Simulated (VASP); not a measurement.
# Sb (Pm-3m) in VASP: notebook

The runs below take Sb through single point, with PBEsol.

Everything below comes from runs of VASP 6.6.1. Logs are shortened: lines on timing, memory, paths and dates and some standing lists are left out, and cuts for length are marked.

### 1 The cell of the first run

The structure is cubic, space group Pm-3m (No. 221). The conventional cell has a = 3.160 Å, b = 3.160 Å, c = 3.160 Å, α = 90.00°, β = 90.00°, γ = 90.00°. Sb (site symmetry m-3m) has 6 Sb at 3.16 Å within 4.2 Å.

### 2 Single point, PBEsol

INCAR

```
PREC = Accurate
ENCUT = 520
EDIFF = 1E-7
ISMEAR = -1
SIGMA = 0.05
LREAL = False
LASPH = True
NELM = 100
ALGO = Normal
ISIF = 2
LWAVE = False
LCHARG = False
GGA = PS
NBANDS = 8
```

KPOINTS

```
regular mesh
0
Gamma
  7 7 7
```

POSCAR

```
Sb
1.0
    3.1600000000      0.0000000000      0.0000000000
    0.0000000000      3.1600000000      0.0000000000
    0.0000000000      0.0000000000      3.1600000000
Sb
1
Direct
    0.0000000000      0.0000000000      0.0000000000
```

Potentials or basis: VASP PAW PBE potentials, release 64 (Sb).

The run is started by

```sh
$ cat potpaw_PBE.64/Sb/POTCAR > POTCAR
$ mpirun -np 1 vasp_std > vasp.out
```

OUTCAR:

```text
PREC = Accurate
   ENCUT = 520
   EDIFF = 1E-7
   ISMEAR = -1
   LREAL = False
   LASPH = True
   NELM = 100
   ISIF = 2
   GGA = PS

 ion  position               nearest neighbor table
   1  0.000  0.000  0.000-

  LATTYP: Found a simple cubic cell.
 ALAT       =     3.1600000000

  Lattice vectors:

 A1 = (   3.1600000000,   0.0000000000,   0.0000000000)
 A2 = (   0.0000000000,   3.1600000000,   0.0000000000)
 A3 = (   0.0000000000,   0.0000000000,   3.1600000000)

Analysis of symmetry for initial positions (statically):
=====================================================================
 Subroutine PRICEL returns:
 Original cell was already a primitive cell.

 Routine SETGRP: Setting up the symmetry group for a
 simple cubic supercell.

 Subroutine GETGRP returns: Found 48 space group operations
 (whereof 48 operations were pure point group operations)
 out of a pool of 48 trial point group operations.

The static configuration has the point symmetry O_h .

Analysis of symmetry for dynamics (positions and initial velocities):
=====================================================================
 Subroutine PRICEL returns:
 Original cell was already a primitive cell.

 Routine SETGRP: Setting up the symmetry group for a
 simple cubic supercell.

 Subroutine GETGRP returns: Found 48 space group operations
 (whereof 48 operations were pure point group operations)
 out of a pool of 48 trial point group operations.

The dynamic configuration has the point symmetry O_h .

 Subroutine INISYM returns: Found 48 space group operations
 (whereof 48 operations are pure point group operations),
 and found     1 'primitive' translations

----------------------------------------------------------------------------------------

                                     Primitive cell

  volume of cell :      31.5545

  direct lattice vectors                    reciprocal lattice vectors
     3.160000000  0.000000000  0.000000000     0.316455696  0.000000000  0.000000000
     0.000000000  3.160000000  0.000000000     0.000000000  0.316455696  0.000000000
     0.000000000  0.000000000  3.160000000     0.000000000  0.000000000  0.316455696

  length of vectors
     3.160000000  3.160000000  3.160000000     0.316455696  0.316455696  0.316455696

  position of ions in fractional coordinates (direct lattice)
     0.000000000  0.000000000  0.000000000

  ion indices of the primitive-cell ions
   primitive index   ion index
                 1           1

----------------------------------------------------------------------------------------

 KPOINTS: regular mesh

Automatic generation of k-mesh.
 Grid dimensions read from file:
 generate k-points for:    7    7    7

 Generating k-lattice:

  Cartesian coordinates                     Fractional coordinates (reciprocal lattice)
     0.045207957  0.000000000  0.000000000     0.142857143  0.000000000  0.000000000
     0.000000000  0.045207957  0.000000000     0.000000000  0.142857143  0.000000000
     0.000000000  0.000000000  0.045207957     0.000000000  0.000000000  0.142857143

  Length of vectors
     0.045207957  0.045207957  0.045207957

  Shift w.r.t. Gamma in fractional coordinates (k-lattice)
     0.000000000  0.000000000  0.000000000

 Subroutine IBZKPT returns following result:
 ===========================================

 Found     20 irreducible k-points:

 Following reciprocal coordinates:
            Coordinates               Weight
  0.000000  0.000000  0.000000      1.000000
  0.142857  0.000000  0.000000      6.000000
  0.285714  0.000000  0.000000      6.000000
  0.428571  0.000000  0.000000      6.000000
  0.142857  0.142857  0.000000     12.000000
  0.285714  0.142857  0.000000     24.000000
[... 12 lines left out ...]
  0.428571  0.428571  0.285714     24.000000
  0.428571  0.428571  0.428571      8.000000
   k-points           NKPTS =     20   k-points in BZ     NKDIM =     20   number of bands    NBANDS=      8
   number of dos      NEDOS =    301   number of ions     NIONS =      1
   total plane-waves  NPLWV =  13824
   dimension x,y,z NGX =    24 NGY =   24 NGZ =   24
   dimension x,y,z NGXF=    48 NGYF=   48 NGZF=   48
   ions per type =               1
   NGX,Y,Z   is equivalent  to a cutoff of  12.63, 12.63, 12.63 a.u.
   NGXF,Y,Z  is equivalent  to a cutoff of  25.25, 25.25, 25.25 a.u.
 SYSTEM =  unknown system
   PREC   = accura    normal or accurate (medium, high low for compatibility)
   ISTART =      0    job   : 0-new  1-cont  2-samecut
   ICHARG =      2    charge: 1-file 2-atom 10-const
   ISPIN  =      1    spin polarized calculation?
   LNONCOLLINEAR =      F non collinear calculations
   LSORBIT =      F    spin-orbit coupling
   LASPH  =      T    aspherical Exc in radial PAW
   ENCUT  =  520.0 eV  38.22 Ry    6.18 a.u.   5.88  5.88  5.88*2*pi/ulx,y,z
   NELM   =    100;   NELMIN=  2; NELMDL= -5     # of ELM steps
   EDIFF  = 0.1E-06   stopping-criterion for ELM
   LREAL  =      F    real-space projection
   EDIFFG = 0.1E-05   stopping-criterion for IOM
   NSW    =      0    number of steps for IOM
   IBRION =     -1    ionic relax: 0-MD 1-quasi-New 2-CG
   NFREE  =      0    steps in history (QN), initial steepest desc. (CG)
   ISIF   =      2    stress and relaxation
   ISYM   =      2    0-nonsym 1-usesym 2-fastsym
   POTIM  = 0.5000    time-step for ionic-motion
   TEBEG  =    0.0;   TEEND  =   0.0 temperature during run
   PSTRESS=    0.0 pullay stress
   NELECT =       5.0000    total number of electrons
   NUPDOWN=      -1.0000    fix difference up-down
   EMIN   =  10.00;   EMAX   =-10.00  energy-range for DOS
   EFERMI =   0.00;   METHOD = LEGACY
   ISMEAR =    -1;   SIGMA  =   0.05  broadening in eV -4-tet -1-fermi 0-gaus
   EFERMI_NEDOS =   21; number of points for ismear=-14 and -15
   IALGO  =     38    algorithm
   IMIX   =      4    mixing-type and parameters
     AMIX     =   0.40;   BMIX     =  1.00
     AMIX_MAG =   1.60;   BMIX_MAG =  1.00
  volume/ion in A,a.u.               =      31.55       212.94
  Fermi-wavevector in a.u.,A,eV,Ry     =   0.885886  1.674081 10.677766  0.784794
  Thomas-Fermi vector in A             =   2.006979
   LORBIT       =      0    0 simple, 1 ext, 2 COOP (PROOUT), +10 PAW based schemes
   GGA     = PS    functional components
   LHFCALC =     F    Hartree Fock is set to
   AEXX    =    0.0000 exact exchange contribution
   IVDW    =     0    specifies the selected vdW correction
   LEPSILON=     F    determine dielectric tensor
   LRPA    =     F    only Hartree local field effects (RPA)
 non-spin polarized calculation
  energy-cutoff  :      520.00
  volume of cell :       31.55
 maximum number of plane-waves:       870
 NGX is ok and might be reduce to    24
   NGX = 11   NGY = 11   NGZ = 11

 number of electron       5.0000001 magnetization

 Free energy of the ion-electron system (eV)
  ---------------------------------------------------
  ext. energy  EPLUGINS =         0.00000000
  ---------------------------------------------------
  free energy    TOTEN  =        -4.51866921 eV

  energy without entropy =       -4.51410373  energy(sigma->0) =       -4.51638647

 E-fermi :   6.1523     XC(G=0):  -9.5188

 val. band max:        5.8217883296   @ k =   0.4286   0.2857   0.1429
 cond. band min:       6.1735935180   @ k =   0.2857   0.2857   0.2857
 fundamental gap:      0.3518051884
 Fermi energy:         6.1523132392

 k-point     1 :       0.0000    0.0000    0.0000
  band No.  band energies     occupation
      1      -5.6824      2.00000
      2       9.4177      0.00000
      3       9.4177      0.00000
      4       9.4177      0.00000
      5      13.1932      0.00000
      6      13.1932      0.00000
      7      14.0969      0.00000
      8      23.7058      0.00000

 k-point     2 :       0.1429    0.0000    0.0000
  band No.  band energies     occupation
      1      -5.4057      2.00000
      2       6.9101      0.00000
      3       9.6832      0.00000
      4       9.6832      0.00000
      5      13.4219      0.00000
      6      13.9875      0.00000
      7      16.4542      0.00000
      8      21.7879      0.00000

 k-point     3 :       0.2857    0.0000    0.0000
  band No.  band energies     occupation
      1      -4.6250      2.00000
      2       3.7021      2.00000
      3      10.3832      0.00000
      4      10.3832      0.00000
      5      14.0839      0.00000
      6      14.7847      0.00000
      7      19.4336      0.00000
      8      19.4336      0.00000

 k-point     4 :       0.4286    0.0000    0.0000
  band No.  band energies     occupation
      1      -3.6599      2.00000
      2       1.4463      2.00000
      3      11.1195      0.00000
      4      11.1195      0.00000
      5      14.9846      0.00000
      6      16.0703      0.00000
      7      17.8238      0.00000
      8      17.8238      0.00000

 k-point     5 :       0.1429    0.1429    0.0000
  band No.  band energies     occupation
      1      -5.1289      2.00000
      2       7.0766      0.00000
      3       7.2848      0.00000
      4       9.9492      0.00000
      5      13.9220      0.00000
      6      16.3644      0.00000
      7      16.7383      0.00000
      8      19.4166      0.00000
[... 133 lines left out ...]
 k-point    18 :       0.4286    0.2857    0.2857
  band No.  band energies     occupation
      1      -1.4942      2.00000
      2       3.3986      2.00000
      3       6.2423      0.28361
      4       6.9093      0.00000
      5      11.7752      0.00000
      6      12.6515      0.00000
      7      15.1828      0.00000
      8      18.8941      0.00000

 k-point    19 :       0.4286    0.4286    0.2857
  band No.  band energies     occupation
      1      -0.4571      2.00000
      2       4.1194      2.00000
      3       4.2661      2.00000
      4       7.4269      0.00000
      5      10.2414      0.00000
      6      13.2167      0.00000
      7      13.3916      0.00000
      8      16.8017      0.00000

 k-point    20 :       0.4286    0.4286    0.4286
  band No.  band energies     occupation
      1       0.6395      2.00000
      2       4.8489      2.00000
      3       4.8489      2.00000
      4       5.2089      2.00000
      5      11.0899      0.00000
      6      11.5864      0.00000
      7      11.5864      0.00000
      8      14.5940      0.00000

------------------------ aborting loop because EDIFF is reached ----------------------------------------

  FORCE on cell =-STRESS in cart. coord.  units (eV):
  Direction    XX          YY          ZZ          XY          YZ          ZX
  --------------------------------------------------------------------------------------
  -------------------------------------------------------------------------------------
  Total       -0.9436494     -0.9436494     -0.9436494      0.0000000     -0.0000000      0.0000000
  in kB      -47.9137308    -47.9137308    -47.9137308      0.0000000     -0.0000000      0.0000000
  external PRESSURE =     -47.9137308 kB  Pullay stress =       0.0000000 kB

 VOLUME and BASIS-vectors are now :
 -----------------------------------------------------------------------------
  energy-cutoff  :      520.00
  volume of cell :       31.55
      direct lattice vectors                 reciprocal lattice vectors
     3.160000000  0.000000000  0.000000000     0.316455696  0.000000000  0.000000000
     0.000000000  3.160000000  0.000000000     0.000000000  0.316455696  0.000000000
     0.000000000  0.000000000  3.160000000     0.000000000  0.000000000  0.316455696

 POSITION                                       TOTAL-FORCE (eV/Angst)
 -----------------------------------------------------------------------------------
      0.00000      0.00000      0.00000         0.000000      0.000000      0.000000
 -----------------------------------------------------------------------------------
    total drift:                               -0.000000      0.000000      0.000000

  FREE ENERGIE OF THE ION-ELECTRON SYSTEM (eV)
  ---------------------------------------------------
  free  energy   TOTEN  =        -4.5186692126 eV

  energy  without entropy=       -4.5141037287  energy(sigma->0) =       -4.51638647
```

It took 2.3 s on 1 thread of Intel Xeon Platinum 8481C at 2.70GHz (Sapphire Rapids), shared host; peak memory 0.13 GiB.

Results:

| Quantity | Value |
| --- | --- |
| Free energy | -4.5187 eV |
| Pressure | -4.8 GPa |

Caveat: the PAW data sets were made with another functional, which shifts forces and pressure a little; spin-orbit coupling is left out, which moves the levels of the heavy elements.

### 3 Single point, PBEsol

This run uses another cell than the first one, of 32.34 Å³/atom, 1.025 times its volume.

INCAR

```
SYSTEM = Sb
PREC = Accurate
ENCUT = 520
EDIFF = 1E-6
ISMEAR = -1
SIGMA = 0.05
LREAL = .False.
LASPH = .True.
NELM = 80
ALGO = Normal
ISIF = 2
LWAVE = .False.
LCHARG = .False.
GGA = PS
NBANDS = 8
```

KPOINTS

```
Automatic mesh
0
Gamma
  7 7 7
  0 0 0
```

POSCAR

```
Sb
1.0
    3.1861168868      0.0000000000      0.0000000000
    0.0000000000      3.1861168868      0.0000000000
    0.0000000000      0.0000000000      3.1861168868
Sb
1
Direct
    0.0000000000      0.0000000000      0.0000000000
```

Potentials or basis: VASP PAW PBE potentials, release 64 (Sb).

The run is started by

```sh
$ cat potpaw_PBE.64/Sb/POTCAR > POTCAR
$ mpirun -np 1 vasp_std > vasp.out
```

OUTCAR:

```text
SYSTEM = Sb
   PREC = Accurate
   ENCUT = 520
   EDIFF = 1E-6
   ISMEAR = -1
   LREAL = .False.
   LASPH = .True.
   NELM = 80
   ISIF = 2
   GGA = PS

 ion  position               nearest neighbor table
   1  0.000  0.000  0.000-

  LATTYP: Found a simple cubic cell.
 ALAT       =     3.1861168868

  Lattice vectors:

 A1 = (   3.1861168868,   0.0000000000,   0.0000000000)
 A2 = (   0.0000000000,   3.1861168868,   0.0000000000)
 A3 = (   0.0000000000,   0.0000000000,   3.1861168868)

Analysis of symmetry for initial positions (statically):
=====================================================================
 Subroutine PRICEL returns:
 Original cell was already a primitive cell.

 Routine SETGRP: Setting up the symmetry group for a
 simple cubic supercell.

 Subroutine GETGRP returns: Found 48 space group operations
 (whereof 48 operations were pure point group operations)
 out of a pool of 48 trial point group operations.

The static configuration has the point symmetry O_h .

[... 150 lines left out ...]

  energy without entropy =       -4.48860693  energy(sigma->0) =       -4.49067345

 E-fermi :   5.8556     XC(G=0):  -9.4176

 val. band max:        5.8532102941   @ k =   0.2857   0.2857   0.2857
 cond. band min:       5.9634399200   @ k =   0.4286   0.2857   0.2857
 fundamental gap:      0.1102296259
 Fermi energy:         5.8556260927

 k-point     1 :       0.0000    0.0000    0.0000
  band No.  band energies     occupation
      1      -5.7990      2.00000
      2       9.0638      0.00000
      3       9.0638      0.00000
      4       9.0638      0.00000
      5      12.8790      0.00000
      6      12.8790      0.00000
      7      13.6593      0.00000
      8      23.2703      0.00000
[... 199 lines left out ...]
 k-point    20 :       0.4286    0.4286    0.4286
  band No.  band energies     occupation
      1       0.2816      2.00000
      2       4.6045      2.00000
      3       4.6045      2.00000
      4       4.9189      2.00000
      5      10.8343      0.00000
      6      11.3196      0.00000
      7      11.3196      0.00000
      8      14.3183      0.00000

------------------------ aborting loop because EDIFF is reached ----------------------------------------

  FORCE on cell =-STRESS in cart. coord.  units (eV):
  Direction    XX          YY          ZZ          XY          YZ          ZX
  --------------------------------------------------------------------------------------
  -------------------------------------------------------------------------------------
  Total       -1.1555855     -1.1555855     -1.1555855      0.0000000     -0.0000000      0.0000000
  in kB      -57.2436827    -57.2436827    -57.2436827      0.0000000     -0.0000000      0.0000000
  external PRESSURE =     -57.2436827 kB  Pullay stress =       0.0000000 kB

 VOLUME and BASIS-vectors are now :
 -----------------------------------------------------------------------------
  energy-cutoff  :      520.00
  volume of cell :       32.34
      direct lattice vectors                 reciprocal lattice vectors
     3.186116887  0.000000000  0.000000000     0.313861680  0.000000000  0.000000000
     0.000000000  3.186116887  0.000000000     0.000000000  0.313861680  0.000000000
     0.000000000  0.000000000  3.186116887     0.000000000  0.000000000  0.313861680

 POSITION                                       TOTAL-FORCE (eV/Angst)
 -----------------------------------------------------------------------------------
      0.00000      0.00000      0.00000         0.000000      0.000000      0.000000
 -----------------------------------------------------------------------------------
    total drift:                               -0.000000      0.000000      0.000000

  FREE ENERGIE OF THE ION-ELECTRON SYSTEM (eV)
  ---------------------------------------------------
  free  energy   TOTEN  =        -4.4927399608 eV

  energy  without entropy=       -4.4886069345  energy(sigma->0) =       -4.49067345
```

stdout:

```text
POSCAR found type information on POSCAR Sb
 POSCAR found :  1 types and       1 ions
 scaLAPACK will be used
 -----------------------------------------------------------------------------
|                                                                             |
|                                                                             |
|     You enforced a specific xc type in the INCAR file but a different       |
|     I HOPE YOU KNOW WHAT YOU ARE DOING!                                     |
|                                                                             |
 -----------------------------------------------------------------------------

 LDA part: xc-table for (Slater+PW92), standard interpolation
 POSCAR, INCAR and KPOINTS ok, starting setup
 FFT: planning ... GRIDC
 FFT: planning ... GRID_SOFT
 FFT: planning ... GRID
 WAVECAR not read
 entering main loop
```

Run time: 1.9 s. Hardware: 1 thread of Intel Xeon Platinum 8481C at 2.70GHz (Sapphire Rapids), shared host; peak memory 0.13 GiB.

What came out:

```yaml
Free_energy: -4.4927 eV
Pressure: -5.7 GPa
```

Caveat: the PAW data sets were made with another functional, which shifts forces and pressure a little; spin-orbit coupling is left out, which moves the levels of the heavy elements.

[end of part 1 of 2]
